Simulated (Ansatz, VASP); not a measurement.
## One calculation of Sn, two programs

```
CELL_PARAMETERS angstrom
3.22407 0.00000 0.00000
-1.61203 2.79212 0.00000
0.00000 0.00000 5.36174
ATOMIC_POSITIONS crystal
Sn 0.33333 0.66667 0.25000
Sn 0.66667 0.33333 0.75000
```

Alike in both runs: task single point; functional PBEsol; k mesh 12 × 12 × 7; occupations fermi-dirac, width 0.1 eV; no spin polarisation.

|  | VASP | Ansatz |
| --- | --- | --- |
| version | VASP 6.6.1 | Ansatz 0.2.0 |
| potentials or method | VASP PAW PBE potentials, release 64 (Sn_d), cutoff 520 eV | plane waves (420 eV) with PAW, scalar-relativistic |
| valence electrons in the cell | 28 | 28 |

|  | VASP | Ansatz | Ansatz less VASP |
| --- | --- | --- | --- |
| pressure (GPa) | 5.6 | 5.6 | 0.00 |
| traceless stress, the component that is largest in VASP (GPa) | -1.59 | -1.59 | +0.003 |

VASP's potentials were made for PBE, not for PBEsol, and Ansatz warns of the same on its side. The functional is the same, so the differences come from potentials, cutoffs and numerics.
